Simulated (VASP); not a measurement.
CsBr:

```xyz
2
Lattice="4.3194 0.0000 0.0000 0.0000 4.3194 0.0000 0.0000 0.0000 4.3194" Properties=species:S:1:pos:R:3 pbc="T T T"
Cs    0.0000    0.0000    0.0000
Br    2.1597    2.1597    2.1597
```

Base run:

* Program: VASP 6.6.1
* Functional: r2SCAN
* Potentials or basis: VASP PAW PBE potentials, release 64 (Cs_sv, Br)
* Cutoff: 550 eV
* k mesh: 6 × 6 × 6
* Occupations: gaussian, width 0.01 eV
* Spin: no spin polarisation

Its results: band gap on the k mesh 5.19 eV, indirect (the least direct gap lies 4.8 meV higher); pressure 0.1 GPa.

Q: The run is repeated on the same cell with these changes: functional from r2SCAN to PBE; cutoff from 550 eV to 500 eV. What comes out?

A: Band gap on the k mesh 4.43 eV, indirect (least direct gap 4.43 eV); pressure 0.7 GPa.

r2SCAN gives the wider gap, since meta-GGAs in the generalised Kohn-Sham scheme recover part of the derivative discontinuity.

Caveats: spin-orbit coupling is left out, which moves the levels of the heavy elements; the PAW data sets were made with another functional, which shifts forces and pressure a little (some runs).

A k mesh can miss the band edges.
